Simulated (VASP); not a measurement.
# BaF2 in VASP: notebook

BaF2 is run at these levels: LDA; tasks: electric field gradients.

Everything below comes from runs of VASP 6.6.1. Logs are shortened: lines on timing, memory, paths and dates and some standing lists are left out, and cuts for length are marked.

## Step 1: The cell of the first run

The structure is cubic, space group Fm-3m (No. 225). Conventional cell: a = 6.179 Å, b = 6.179 Å, c = 6.179 Å, α = 90.00°, β = 90.00°, γ = 90.00°. Ba (site symmetry m-3m) has 8 F at 2.68 Å within 3.5 Å. Within 3.5 Å of F (site symmetry -43m) lie 4 Ba at 2.68 Å and 6 F at 3.09 Å.

## Step 2: Electric field gradients, LDA (volume scaled by 0.99)

Input file INCAR:

```
SYSTEM = BaF2
ALGO = Normal
EDIFF = 1E-8
ENCUT = 520
GGA_COMPAT = .False.
ISIF = 2
ISMEAR = -1
LASPH = .True.
LCHARG = .False.
LEFG = .True.
LREAL = .False.
LWAVE = .False.
NBANDS = 19
NELM = 120
PREC = Accurate
SIGMA = 0.01
```

Input file KPOINTS:

```
k-points
0
Gamma
  8 8 8
  0 0 0
```

Input file POSCAR:

```
BaF2
1.0
    0.0000000000      3.0896818624      3.0896818624
    3.0896818624      0.0000000000      3.0896818624
    3.0896818624      3.0896818624      0.0000000000
Ba F
1 2
Direct
    0.0000000000      0.0000000000      0.0000000000
    0.2500000000      0.2500000000      0.2500000000
    0.7500000000      0.7500000000      0.7500000000
```

Potentials or basis: VASP PAW LDA potentials, release 64 (Ba_sv, F).

Command:

```sh
> cat potpaw_LDA.64/Ba_sv/POTCAR potpaw_LDA.64/F/POTCAR > POTCAR
> mpirun -np 1 vasp_std > vasp.out
```

OUTCAR:

```text
SYSTEM = BaF2
   EDIFF = 1E-8
   ENCUT = 520
   ISIF = 2
   ISMEAR = -1
   LASPH = .True.
   LREAL = .False.
   NELM = 120
   PREC = Accurate

 ion  position               nearest neighbor table
   1  0.000  0.000  0.000-   3 2.68   3 2.68   3 2.68   2 2.68   3 2.68   2 2.68   2 2.68   2 2.68

   2  0.250  0.250  0.250-   1 2.68   1 2.68   1 2.68   1 2.68
   3  0.750  0.750  0.750-   1 2.68   1 2.68   1 2.68   1 2.68

  LATTYP: Found a face centered cubic cell.
 ALAT       =     6.1793637248

  Lattice vectors:

 A1 = (   0.0000000000,   3.0896818624,   3.0896818624)
 A2 = (   3.0896818624,   0.0000000000,   3.0896818624)
 A3 = (   3.0896818624,   3.0896818624,   0.0000000000)

Analysis of symmetry for initial positions (statically):
=====================================================================
 Subroutine PRICEL returns:
 Original cell was already a primitive cell.

 Routine SETGRP: Setting up the symmetry group for a
 face centered cubic supercell.

 Subroutine GETGRP returns: Found 48 space group operations
 (whereof 48 operations were pure point group operations)
 out of a pool of 48 trial point group operations.

The static configuration has the point symmetry O_h .

Analysis of symmetry for dynamics (positions and initial velocities):
=====================================================================
 Subroutine PRICEL returns:
 Original cell was already a primitive cell.

 Routine SETGRP: Setting up the symmetry group for a
 face centered cubic supercell.

 Subroutine GETGRP returns: Found 48 space group operations
 (whereof 48 operations were pure point group operations)
 out of a pool of 48 trial point group operations.

The dynamic configuration has the point symmetry O_h .

 Subroutine INISYM returns: Found 48 space group operations
 (whereof 48 operations are pure point group operations),
 and found     1 'primitive' translations

----------------------------------------------------------------------------------------

                                     Primitive cell

  volume of cell :      58.9890

  direct lattice vectors                    reciprocal lattice vectors
     0.000000000  3.089681862  3.089681862    -0.161828959  0.161828959  0.161828959
     3.089681862  0.000000000  3.089681862     0.161828959 -0.161828959  0.161828959
     3.089681862  3.089681862  0.000000000     0.161828959  0.161828959 -0.161828959

  length of vectors
     4.369469993  4.369469993  4.369469993     0.280295979  0.280295979  0.280295979

  position of ions in fractional coordinates (direct lattice)
     0.000000000  0.000000000  0.000000000
     0.250000000  0.250000000  0.250000000
     0.750000000  0.750000000  0.750000000

  ion indices of the primitive-cell ions
   primitive index   ion index
                 1           1
                 2           2
                 3           3

----------------------------------------------------------------------------------------

 KPOINTS: k-points

Automatic generation of k-mesh.
 Grid dimensions read from file:
 generate k-points for:    8    8    8

 Generating k-lattice:

  Cartesian coordinates                     Fractional coordinates (reciprocal lattice)
    -0.020228620  0.020228620  0.020228620     0.125000000  0.000000000  0.000000000
     0.020228620 -0.020228620  0.020228620     0.000000000  0.125000000  0.000000000
     0.020228620  0.020228620 -0.020228620     0.000000000  0.000000000  0.125000000

  Length of vectors
     0.035036997  0.035036997  0.035036997

  Shift w.r.t. Gamma in fractional coordinates (k-lattice)
     0.000000000  0.000000000  0.000000000

 Subroutine IBZKPT returns following result:
 ===========================================

 Found     29 irreducible k-points:

 Following reciprocal coordinates:
            Coordinates               Weight
  0.000000  0.000000  0.000000      1.000000
  0.125000  0.000000  0.000000      8.000000
  0.250000  0.000000  0.000000      8.000000
  0.375000  0.000000  0.000000      8.000000
  0.500000  0.000000  0.000000      4.000000
  0.125000  0.125000  0.000000      6.000000
[... 16 lines left out ...]
  0.500000  0.250000  0.125000     48.000000
 -0.375000  0.250000  0.125000     24.000000
 [... further k-points ...]
   k-points           NKPTS =     29   k-points in BZ     NKDIM =     29   number of bands    NBANDS=     19
   number of dos      NEDOS =    301   number of ions     NIONS =      3
   total plane-waves  NPLWV =  32768
   dimension x,y,z NGX =    32 NGY =   32 NGZ =   32
   dimension x,y,z NGXF=    64 NGYF=   64 NGZF=   64
   ions per type =               1   2
   NGX,Y,Z   is equivalent  to a cutoff of  12.18, 12.18, 12.18 a.u.
   NGXF,Y,Z  is equivalent  to a cutoff of  24.35, 24.35, 24.35 a.u.
 SYSTEM =  BaF2
   PREC   = accura    normal or accurate (medium, high low for compatibility)
   ISTART =      0    job   : 0-new  1-cont  2-samecut
   ICHARG =      2    charge: 1-file 2-atom 10-const
   ISPIN  =      1    spin polarized calculation?
   LNONCOLLINEAR =      F non collinear calculations
   LSORBIT =      F    spin-orbit coupling
   LASPH  =      T    aspherical Exc in radial PAW
   ENCUT  =  520.0 eV  38.22 Ry    6.18 a.u.   8.12  8.12  8.12*2*pi/ulx,y,z
   NELM   =    120;   NELMIN=  2; NELMDL= -5     # of ELM steps
   EDIFF  = 0.1E-07   stopping-criterion for ELM
   LREAL  =      F    real-space projection
   EDIFFG = 0.1E-06   stopping-criterion for IOM
   NSW    =      0    number of steps for IOM
   IBRION =     -1    ionic relax: 0-MD 1-quasi-New 2-CG
   NFREE  =      0    steps in history (QN), initial steepest desc. (CG)
   ISIF   =      2    stress and relaxation
   ISYM   =      2    0-nonsym 1-usesym 2-fastsym
   POTIM  = 0.5000    time-step for ionic-motion
   TEBEG  =    0.0;   TEEND  =   0.0 temperature during run
   PSTRESS=    0.0 pullay stress
   NELECT =      24.0000    total number of electrons
   NUPDOWN=      -1.0000    fix difference up-down
   EMIN   =  10.00;   EMAX   =-10.00  energy-range for DOS
   EFERMI =   0.00;   METHOD = LEGACY
   ISMEAR =    -1;   SIGMA  =   0.01  broadening in eV -4-tet -1-fermi 0-gaus
   EFERMI_NEDOS =   21; number of points for ismear=-14 and -15
   IALGO  =     38    algorithm
   IMIX   =      4    mixing-type and parameters
     AMIX     =   0.40;   BMIX     =  1.00
     AMIX_MAG =   1.60;   BMIX_MAG =  1.00
  volume/ion in A,a.u.               =      19.66       132.69
  Fermi-wavevector in a.u.,A,eV,Ry     =   1.213076  2.292382 20.021712  1.471554
  Thomas-Fermi vector in A             =   2.348540
   LORBIT       =      0    0 simple, 1 ext, 2 COOP (PROOUT), +10 PAW based schemes
   GGA     = CA    functional components
   LHFCALC =     F    Hartree Fock is set to
   AEXX    =    0.0000 exact exchange contribution
   IVDW    =     0    specifies the selected vdW correction
   LEPSILON=     F    determine dielectric tensor
   LRPA    =     F    only Hartree local field effects (RPA)
 non-spin polarized calculation
  energy-cutoff  :      520.00
  volume of cell :       58.99
 maximum number of plane-waves:      1639
   NGX = 17   NGY = 17   NGZ = 17

 number of electron      23.9999973 magnetization

 Free energy of the ion-electron system (eV)
  ---------------------------------------------------
  ext. energy  EPLUGINS =         0.00000000
  ---------------------------------------------------
  free energy    TOTEN  =       -18.60620478 eV

  energy without entropy =      -18.60620478  energy(sigma->0) =      -18.60620478

 E-fermi :  -2.2138     XC(G=0):  -9.3803

 val. band max:       -2.4194781816   @ k =  -0.2500   0.2500   0.0000
 cond. band min:       4.0070963483   @ k =   0.0000   0.0000   0.0000
 fundamental gap:      6.4265745298
 Fermi energy:        -2.2137739145

 k-point     1 :       0.0000    0.0000    0.0000
  band No.  band energies     occupation
      1     -25.3158      2.00000
      2     -20.9361      2.00000
      3     -20.8923      2.00000
      4     -10.1693      2.00000
      5     -10.1693      2.00000
      6     -10.1693      2.00000
[... 11 lines left out ...]
     18       8.9757      0.00000
     19      12.7056      0.00000

 k-point     2 :       0.1250    0.0000    0.0000
  band No.  band energies     occupation
      1     -25.2847      2.00000
      2     -20.9529      2.00000
      3     -20.9311      2.00000
      4     -10.2009      2.00000
      5     -10.1966      2.00000
      6     -10.1966      2.00000
[... 476 lines left out ...]
 k-point    24 :      -0.3750    0.2500    0.1250
  band No.  band energies     occupation
      1     -25.0497      2.00000
      2     -21.1968      2.00000
      3     -21.1042      2.00000
      4     -10.4908      2.00000
      5     -10.3205      2.00000
      6     -10.3199      2.00000
[... 11 lines left out ...]
     18      10.0445      0.00000
     19      11.3479      0.00000

 [... further k-points ...]
[... 5 lines left out ...]
  --------------------------------------------------------------------------------------
  -------------------------------------------------------------------------------------
  Total       -1.0354318     -1.0354318     -1.0354318      0.0000000      0.0000000      0.0000000
  in kB      -28.1229446    -28.1229446    -28.1229446      0.0000000      0.0000000      0.0000000
  external PRESSURE =     -28.1229446 kB  Pullay stress =       0.0000000 kB

 VOLUME and BASIS-vectors are now :
 -----------------------------------------------------------------------------
  energy-cutoff  :      520.00
  volume of cell :       58.99
      direct lattice vectors                 reciprocal lattice vectors
     0.000000000  3.089681862  3.089681862    -0.161828959  0.161828959  0.161828959
     3.089681862  0.000000000  3.089681862     0.161828959 -0.161828959  0.161828959
     3.089681862  3.089681862  0.000000000     0.161828959  0.161828959 -0.161828959

 POSITION                                       TOTAL-FORCE (eV/Angst)
 -----------------------------------------------------------------------------------
      0.00000      0.00000      0.00000         0.000000     -0.000000     -0.000000
      1.54484      1.54484      1.54484         0.000000      0.000000      0.000000
      4.63452      4.63452      4.63452        -0.000000     -0.000000     -0.000000
 -----------------------------------------------------------------------------------
    total drift:                               -0.000000     -0.000000      0.000000

  FREE ENERGIE OF THE ION-ELECTRON SYSTEM (eV)
  ---------------------------------------------------
  free  energy   TOTEN  =       -18.6062047783 eV

  energy  without entropy=      -18.6062047782  energy(sigma->0) =      -18.60620478

 Electric field gradients (V/A^2)
---------------------------------------------------------------------
 ion       V_xx      V_yy      V_zz      V_xy      V_xz      V_yz
---------------------------------------------------------------------
   1       0.000    -0.000     0.000     0.000     0.000     0.000
   2       0.000     0.000    -0.000     0.009     0.009     0.009
   3       0.000     0.000    -0.000     0.009     0.009     0.009
---------------------------------------------------------------------

 Electric field gradients after diagonalization (V/A^2)
 (convention: |V_zz| > |V_xx| > |V_yy|)
----------------------------------------------------------------------
 ion       V_xx      V_yy      V_zz     asymmetry (V_yy - V_xx)/ V_zz
----------------------------------------------------------------------
   1      -0.000    -0.000     0.000       0.000
   2      -0.009    -0.009     0.018       0.000
   3      -0.009    -0.009     0.018       0.000
----------------------------------------------------------------------

           NMR quadrupolar parameters

 Cq : quadrupolar parameter    Cq=e*Q*V_zz/h
 eta: asymmetry parameters     (V_yy - V_xx)/ V_zz
 Q  : nuclear electric quadrupole moment in mb (millibarn)
----------------------------------------------------------------------
 ion       Cq(MHz)       eta       Q (mb)
----------------------------------------------------------------------
   1       0.000       0.000       1.000
   2       0.000       0.000       1.000
   3       0.000       0.000       1.000
----------------------------------------------------------------------
```

Wall time 13 s (1 thread of Intel Xeon Platinum 8488C (Sapphire Rapids), shared host); peak memory 0.16 GiB.

Results:

| Property | Result |
| --- | --- |
| Free energy | -18.6062 eV |
| Pressure | -2.8 GPa |
| Band gap on the k mesh | 6.43 eV, indirect (least direct gap 6.52 eV) |

Caveat: without QUAD_EFG the Cq values of the log hold for a quadrupole moment of 1 mb, not for the nuclei; spin-orbit coupling is left out, which moves the levels of the heavy elements. A k mesh can miss the band edges.

[end of part 1 of 3]
